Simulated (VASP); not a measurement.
# ZrB2 in VASP: a series of runs

ZrB2 is run at these levels: r2SCAN+U, PBEsol; tasks: relaxation of cell and atoms, single point.

Everything below comes from runs of VASP 6.6.1. Logs are shortened: lines on timing, memory, paths and dates and some standing lists are left out, and cuts for length are marked.

### 1 The cell of the first run

Symmetry: P6/mmm, No. 191, hexagonal system. Conventional cell: a = 3.170 Å, b = 3.170 Å, c = 3.533 Å, α = 90.00°, β = 90.00°, γ = 120.00°. Within 3.6 Å of Zr (site symmetry 6/mmm) lie 12 B at 2.54 Å and 8 Zr at 3.17 to 3.53 Å. Within 2.4 Å of B (site symmetry -6m2) lie 3 B at 1.83 Å.

### 2 Relaxation of cell and atoms, r2SCAN+U

POSCAR reads:

```
ZrB2
1.0
    3.1700000000      0.0000000000      0.0000000000
   -1.5850000000      2.7453005300      0.0000000000
    0.0000000000      0.0000000000      3.5330000000
Zr B
1 2
Direct
    0.0000000000      0.0000000000      0.0000000000
    0.6666666667      0.3333333333      0.5000000000
    0.3333333333      0.6666666667      0.5000000000
```

INCAR.step1 reads:

```
ALGO = Normal
EDIFF = 1E-4
ENCUT = 600
GGA = PE
ISMEAR = -1
LASPH = True
LCHARG = False
LDAU = True
LDAUJ = 0 0
LDAUL = 2 -1
LDAUTYPE = 2
LDAUU = 5 0
LMAXMIX = 4
LREAL = False
LWAVE = True
NELM = 150
PREC = Accurate
SIGMA = 0.05
```

INCAR.step2 reads:

```
ALGO = Normal
EDIFF = 1E-7
EDIFFG = -0.01
ENCUT = 600
IBRION = 2
ISIF = 3
ISMEAR = -1
ISTART = 1
LASPH = True
LCHARG = False
LDAU = True
LDAUJ = 0 0
LDAUL = 2 -1
LDAUPRINT = 1
LDAUTYPE = 2
LDAUU = 5 0
LMAXMIX = 4
LMIXTAU = True
LREAL = False
LWAVE = False
METAGGA = R2SCAN
NELM = 150
NSW = 60
PREC = Accurate
SIGMA = 0.05
```

KPOINTS reads:

```
k-points
0
Gamma
  10 10 8
```

Potentials or basis: VASP PAW PBE potentials, release 64 (Zr_sv, B).

Command:

```
cat potpaw_PBE.64/Zr_sv/POTCAR potpaw_PBE.64/B/POTCAR > POTCAR
cp INCAR.step1 INCAR
mpirun -np 1 vasp_std > vasp.out
cp INCAR.step2 INCAR
mpirun -np 1 vasp_std > vasp.out
```

OUTCAR:

```text
EDIFF = 1E-7
   EDIFFG = -0.01
   ENCUT = 600
   IBRION = 2
   ISIF = 3
   ISMEAR = -1
   ISTART = 1
   LASPH = True
   LREAL = False
   METAGGA = R2SCAN
   NELM = 150
   NSW = 60
   PREC = Accurate

 ion  position               nearest neighbor table
   1  0.000  0.000  0.000-   2 2.54   3 2.54   2 2.54   3 2.54   2 2.54   2 2.54   3 2.54   3 2.54
                             2 2.54   2 2.54   3 2.54   3 2.54
   2  0.667  0.333  0.500-   3 1.83   3 1.83   3 1.83   1 2.54   1 2.54   1 2.54   1 2.54   1 2.54
                             1 2.54
   3  0.333  0.667  0.500-   2 1.83   2 1.83   2 1.83   1 2.54   1 2.54   1 2.54   1 2.54   1 2.54
                             1 2.54

  LATTYP: Found a hexagonal cell.
 ALAT       =     3.1700000000
 C/A-ratio  =     1.1145110410

  Lattice vectors:

 A1 = (   3.1700000000,   0.0000000000,   0.0000000000)
 A2 = (  -1.5850000000,   2.7453005300,   0.0000000000)
 A3 = (   0.0000000000,   0.0000000000,   3.5330000000)

Analysis of symmetry for initial positions (statically):
=====================================================================
 Subroutine PRICEL returns:
 Original cell was already a primitive cell.

 Routine SETGRP: Setting up the symmetry group for a
 hexagonal supercell.

 Subroutine GETGRP returns: Found 24 space group operations
 (whereof 24 operations were pure point group operations)
 out of a pool of 24 trial point group operations.

The static configuration has the point symmetry D_6h.

Analysis of symmetry for dynamics (positions and initial velocities):
=====================================================================
 Subroutine PRICEL returns:
 Original cell was already a primitive cell.

 Routine SETGRP: Setting up the symmetry group for a
 hexagonal supercell.

 Subroutine GETGRP returns: Found 24 space group operations
 (whereof 24 operations were pure point group operations)
 out of a pool of 24 trial point group operations.

The dynamic configuration has the point symmetry D_6h.

 Subroutine INISYM returns: Found 24 space group operations
 (whereof 24 operations are pure point group operations),
 and found     1 'primitive' translations

----------------------------------------------------------------------------------------

                                     Primitive cell

  volume of cell :      30.7463

  direct lattice vectors                    reciprocal lattice vectors
     3.170000000  0.000000000  0.000000000     0.315457413  0.182129422  0.000000000
    -1.585000000  2.745300530  0.000000000     0.000000000  0.364258845  0.000000000
     0.000000000  0.000000000  3.533000000     0.000000000  0.000000000  0.283045570

  length of vectors
     3.170000000  3.170000000  3.533000000     0.364258845  0.364258845  0.283045570

  position of ions in fractional coordinates (direct lattice)
     0.000000000  0.000000000  0.000000000
     0.666666667  0.333333333  0.500000000
     0.333333333  0.666666667  0.500000000

  ion indices of the primitive-cell ions
   primitive index   ion index
                 1           1
                 2           2
                 3           3

----------------------------------------------------------------------------------------

 KPOINTS: k-points

Automatic generation of k-mesh.
 Grid dimensions read from file:
 generate k-points for:   10   10    8

 Generating k-lattice:

  Cartesian coordinates                     Fractional coordinates (reciprocal lattice)
     0.031545741  0.018212942  0.000000000     0.100000000  0.000000000  0.000000000
     0.000000000  0.036425884  0.000000000     0.000000000  0.100000000  0.000000000
     0.000000000  0.000000000  0.035380696     0.000000000  0.000000000  0.125000000

  Length of vectors
     0.036425884  0.036425884  0.035380696

  Shift w.r.t. Gamma in fractional coordinates (k-lattice)
[... 71 lines left out ...]
     AMIX     =   0.40;   BMIX     =  1.00
     AMIX_MAG =   1.60;   BMIX_MAG =  1.00
  volume/ion in A,a.u.               =      10.25        69.16
  Fermi-wavevector in a.u.,A,eV,Ry     =   1.369519  2.588016 25.518847  1.875582
  Thomas-Fermi vector in A             =   2.495387
   LORBIT       =      0    0 simple, 1 ext, 2 COOP (PROOUT), +10 PAW based schemes
 LDA+U is selected, type is set to LDAUTYPE =  2
   angular momentum for each species LDAUL =     2   -1
   U (eV)           for each species LDAUU =   5.0  0.0
   J (eV)           for each species LDAUJ =   0.0  0.0
   METAGGA = R2SCAN    functional components
   LHFCALC =     F    Hartree Fock is set to
   AEXX    =    0.0000 exact exchange contribution
   IVDW    =     0    specifies the selected vdW correction
   LEPSILON=     F    determine dielectric tensor
   LRPA    =     F    only Hartree local field effects (RPA)
 conjugate gradient relaxation of ions
 non-spin polarized calculation
  energy-cutoff  :      600.00
  volume of cell :       30.75
 maximum number of plane-waves:      1046
 NGX is ok and might be reduce to    28
   NGX = 13   NGY = 13   NGZ = 15

--------------------------------------- Ionic step        1  -------------------------------------------

 number of electron      18.0000000 magnetization

 Free energy of the ion-electron system (eV)
  ---------------------------------------------------
  ext. energy  EPLUGINS =         0.00000000
  ---------------------------------------------------
  free energy    TOTEN  =       -37.18524770 eV

  energy without entropy =      -37.18256868  energy(sigma->0) =      -37.18390819

------------------------ aborting loop because EDIFF is reached ----------------------------------------

  FORCE on cell =-STRESS in cart. coord.  units (eV):
  Direction    XX          YY          ZZ          XY          YZ          ZX
  --------------------------------------------------------------------------------------
  -------------------------------------------------------------------------------------
  Total        2.1030412      2.1030412      3.1210955      0.0000000      0.0000000     -0.0000000
  in kB      109.5886475    109.5886475    162.6390590      0.0000000      0.0000000     -0.0000000
  external PRESSURE =     127.2721180 kB  Pullay stress =       0.0000000 kB
[... 166 lines left out ...]
  FREE ENERGIE OF THE ION-ELECTRON SYSTEM (eV)
  ---------------------------------------------------
  free  energy   TOTEN  =       -37.2525969467 eV

  energy  without entropy=      -37.2500550434  energy(sigma->0) =      -37.25132600

atom =   1  type =  1  l = 2

 onsite density matrix

spin component  1

  0.1629 -0.0000  0.0000 -0.0000  0.0000
 -0.0000  0.1390  0.0000 -0.0000  0.0000
  0.0000  0.0000  0.1329 -0.0000  0.0000
 -0.0000 -0.0000 -0.0000  0.1390 -0.0000
  0.0000  0.0000  0.0000 -0.0000  0.1629

spin component  2

  0.1629 -0.0000  0.0000 -0.0000  0.0000
 -0.0000  0.1390  0.0000 -0.0000  0.0000
  0.0000  0.0000  0.1329 -0.0000  0.0000
 -0.0000 -0.0000 -0.0000  0.1390 -0.0000
  0.0000  0.0000  0.0000 -0.0000  0.1629

 occupancies and eigenvectors

  o =  0.1329  v =  0.0000  0.0000  1.0000  0.0000 -0.0000  0.0000  0.0000  0.0000  0.0000  0.0000      0.0000  0.0000  0.0000  0.0000  0.0000  0.0000  0.0000  0.0000  0.0000  0.0000
  o =  0.1329  v =  0.0000  0.0000  0.0000  0.0000  0.0000  0.0000  0.0000  1.0000  0.0000 -0.0000      0.0000  0.0000  0.0000  0.0000  0.0000  0.0000  0.0000  0.0000  0.0000  0.0000
  o =  0.1390  v =  0.0000 -0.0000  0.0000 -1.0000  0.0000  0.0000  0.0000  0.0000  0.0000  0.0000      0.0000  0.0000  0.0000  0.0000  0.0000  0.0000  0.0000  0.0000  0.0000  0.0000
  o =  0.1390  v =  0.0000  0.0000  0.0000  0.0000  0.0000  0.0000 -0.0000  0.0000 -1.0000  0.0000      0.0000  0.0000  0.0000  0.0000  0.0000  0.0000  0.0000  0.0000  0.0000  0.0000
  o =  0.1390  v =  0.0000  0.0000  0.0000  0.0000  0.0000  0.0000 -1.0000  0.0000  0.0000  0.0000      0.0000  0.0000  0.0000  0.0000  0.0000  0.0000  0.0000  0.0000  0.0000  0.0000
  o =  0.1390  v =  0.0000 -1.0000  0.0000  0.0000  0.0000  0.0000  0.0000  0.0000  0.0000  0.0000      0.0000  0.0000  0.0000  0.0000  0.0000  0.0000  0.0000  0.0000  0.0000  0.0000
  o =  0.1629  v =  0.0000  0.0000  0.0000  0.0000  0.0000  0.0000 -0.0000 -0.0000 -0.0000 -1.0000      0.0000  0.0000  0.0000  0.0000  0.0000  0.0000  0.0000  0.0000  0.0000  0.0000
  o =  0.1629  v =  0.0000 -0.0000 -0.0000 -0.0000 -1.0000  0.0000  0.0000  0.0000  0.0000  0.0000      0.0000  0.0000  0.0000  0.0000  0.0000  0.0000  0.0000  0.0000  0.0000  0.0000
  o =  0.1629  v =  1.0000  0.0000  0.0000  0.0000  0.0000  0.0000  0.0000  0.0000  0.0000  0.0000      0.0000  0.0000  0.0000  0.0000  0.0000  0.0000  0.0000  0.0000  0.0000  0.0000
  o =  0.1629  v =  0.0000  0.0000  0.0000  0.0000  0.0000  1.0000  0.0000  0.0000  0.0000  0.0000      0.0000  0.0000  0.0000  0.0000  0.0000  0.0000  0.0000  0.0000  0.0000  0.0000

--------------------------------------- Ionic step        6  -------------------------------------------

 number of electron      18.0000000 magnetization

 Free energy of the ion-electron system (eV)
  ---------------------------------------------------
  ext. energy  EPLUGINS =         0.00000000
  ---------------------------------------------------
  free energy    TOTEN  =       -37.25259761 eV

  energy without entropy =      -37.25005668  energy(sigma->0) =      -37.25132715

 E-fermi :  10.7203     XC(G=0): -13.1097

 val. band max:       10.6965912726   @ k =   0.2000   0.2000   0.1250
 cond. band min:      10.7765064153   @ k =   0.0000   0.0000   0.2500
 fundamental gap:      0.0799151427
 Fermi energy:        10.7202749817

 k-point     1 :       0.0000    0.0000    0.0000
  band No.  band energies     occupation
      1     -41.1459      2.00000
      2     -18.5411      2.00000
      3     -18.0353      2.00000
      4     -18.0353      2.00000
      5      -3.1171      2.00000
      6       7.4624      2.00000
      7       8.0563      2.00000
      8       8.0563      2.00000
      9       8.0660      2.00000
     10      14.6758      0.00000
     11      14.6758      0.00000
     12      14.9255      0.00000
     13      14.9255      0.00000
[... 354 lines left out ...]
  band No.  band energies     occupation
      1     -41.0408      2.00000
      2     -18.8175      2.00000
      3     -18.4208      2.00000
      4     -18.2665      2.00000
      5       0.5226      2.00000
      6       1.9556      2.00000
      7       6.1058      2.00000
      8       6.9321      2.00000
      9       8.6431      2.00000
     10      11.7288      0.00000
     11      14.5248      0.00000
     12      14.7088      0.00000
     13      16.6192      0.00000

 [... further k-points ...]

------------------------ aborting loop because EDIFF is reached ----------------------------------------

  FORCE on cell =-STRESS in cart. coord.  units (eV):
  Direction    XX          YY          ZZ          XY          YZ          ZX
  --------------------------------------------------------------------------------------
  -------------------------------------------------------------------------------------
  Total        0.0253068      0.0253068      0.0278823      0.0000000      0.0000000     -0.0000000
  in kB        1.2535516      1.2535516      1.3811245      0.0000000      0.0000000     -0.0000000
  external PRESSURE =       1.2960759 kB  Pullay stress =       0.0000000 kB
[... 18 lines left out ...]
  FREE ENERGIE OF THE ION-ELECTRON SYSTEM (eV)
  ---------------------------------------------------
  free  energy   TOTEN  =       -37.2525976093 eV

  energy  without entropy=      -37.2500566839  energy(sigma->0) =      -37.25132715

 reached required accuracy - stopping structural energy minimisation
```

It took 11 min on 1 thread of AMD EPYC 7R13 (Zen 3), shared host; peak memory 0.17 GiB.

What came out:

| Quantity | Value |
| --- | --- |
| Free energy | -37.2526 eV |
| Relaxed volume | 10.78 Å³/atom |
| Relaxed cell | a = 3.205 Å, b = 3.205 Å, c = 3.636 Å, α = 90.00°, β = 90.00°, γ = 120.00° |
| Space group after relaxing (to 0.1 Å) | P6/mmm (No. 191) |
| Energy gained by relaxing | 22.4 meV/atom |
| Ionic steps | 6 |
| Pressure after relaxing | 0.1 GPa |
| Band gap on the k mesh | zero (bands 9 and 10 overlap by 1.17 eV) |

The path:
| step | energy change (eV) | largest force (eV/Å) | pressure (GPa) | volume (Å³) |
| --- | --- | --- | --- | --- |
| 1 | 0.0000 | 0.0000 | 12.73 | 30.75 |
| 2 | 0.0252 | 0.0000 | -13.07 | 34.51 |
| 3 | -0.0647 | 0.0000 | -0.48 | 32.41 |
| 4 | -0.0647 | 0.0000 | -0.24 | 32.37 |
| 5 | -0.0673 | 0.0000 | 0.12 | 32.35 |
| 6 | -0.0673 | 0.0000 | 0.13 | 32.34 |

Final structure:
```cif
data_structure
_symmetry_space_group_name_H-M 'P 1'
_symmetry_Int_Tables_number 1
_cell_length_a 3.2049
_cell_length_b 3.2049
_cell_length_c 3.6361
_cell_angle_alpha 90.000
_cell_angle_beta 90.000
_cell_angle_gamma 120.000
_cell_volume 32.34
loop_
_atom_site_label
_atom_site_type_symbol
_atom_site_fract_x
_atom_site_fract_y
_atom_site_fract_z
_atom_site_occupancy
Zr1 Zr 0.00000 0.00000 0.00000 1
B1 B 0.66667 0.33333 0.50000 1
B2 B 0.33333 0.66667 0.50000 1
```

Eigenvalues of the final occupation matrices:
```
    site  spin  trace               eigenvalues
site 1 d     1   0.74  0.13 0.14 0.14 0.16 0.16
site 1 d     2   0.74  0.13 0.14 0.14 0.16 0.16
```

Caveat: the PAW data sets were made with another functional, which shifts forces and pressure a little; U without spin polarisation on a metal has little footing; the U is typed as a test and isn't derived for this compound.

### 3 Single point, PBEsol

INCAR reads:

```
ALGO = Normal
EDIFF = 1E-6
ENCUT = 500
GGA = PS
GGA_COMPAT = F
ISIF = 2
ISMEAR = -1
LASPH = T
LCHARG = F
LREAL = F
LWAVE = F
NBANDS = 16
NELM = 120
PREC = Accurate
SIGMA = 0.05
```

KPOINTS is that of step 2.

POSCAR reads:

```
ZrB2
1.0
    3.1700000000     -0.0634000000      0.0000000000
   -1.6399060106      2.7770005300      0.0000000000
    0.0000000000      0.0000000000      3.5330000000
Zr B
1 2
Direct
    0.0000000000      0.0000000000      0.0000000000
    0.6666666667      0.3333333333      0.5000000000
    0.3333333333      0.6666666667      0.5000000000
```

Potentials or basis: VASP PAW PBE potentials, release 64 (Zr_sv, B).

Command:

```
cat potpaw_PBE.64/Zr_sv/POTCAR potpaw_PBE.64/B/POTCAR > POTCAR
mpirun -np 1 vasp_std > vasp.out
```

Run time: 44 s. Hardware: 1 thread of Intel Xeon Platinum 8488C (Sapphire Rapids), shared host; peak memory 0.23 GiB.

Results (log left out):

```
Free energy            : -26.3558 eV
Pressure               : -3.4 GPa
Largest force          : 0.064 eV/Å
Band gap on the k mesh : zero (bands 9 and 10 overlap by 0.83 eV)
```

Forces on the atoms (eV/Å):
```
Zr   0.000  0.000  0.000
B    0.059 -0.025  0.000
B   -0.059  0.025  0.000
```

Stress tensor (GPa, compression positive):
```
-3.12 10.05  0.00
10.05 -3.30  0.00
 0.00  0.00 -3.68
```

Levels at points of the mesh, in eV from the Fermi level:
```csv
k point,band 7,band 8,band 9,band 10,band 11,band 12
"(0.00, 0.00, 0.00)",-2.54,-2.29,-2.24,3.38,3.55,4.11
"(0.50, 0.00, 0.00)",-3.76,-3.19,-2.73,2.19,2.20,4.81
"(0.00, 0.50, 0.00)",-3.82,-2.94,-2.62,2.35,2.39,4.75
"(0.50, 0.50, 0.00)",-3.88,-2.69,-2.53,2.48,2.58,4.86
"(0.00, 0.00, 0.50)",-0.95,-0.74,0.24,0.53,0.53,1.19
"(0.50, 0.00, 0.50)",-4.79,-4.15,-1.69,3.76,3.93,5.49
"(0.00, 0.50, 0.50)",-4.52,-4.05,-1.90,3.82,4.18,5.34
"(0.50, 0.50, 0.50)",-4.24,-3.97,-2.10,3.70,4.62,5.31
```

Caveat: the cell stands under tension; the PAW data sets were made with another functional, which shifts forces and pressure a little.
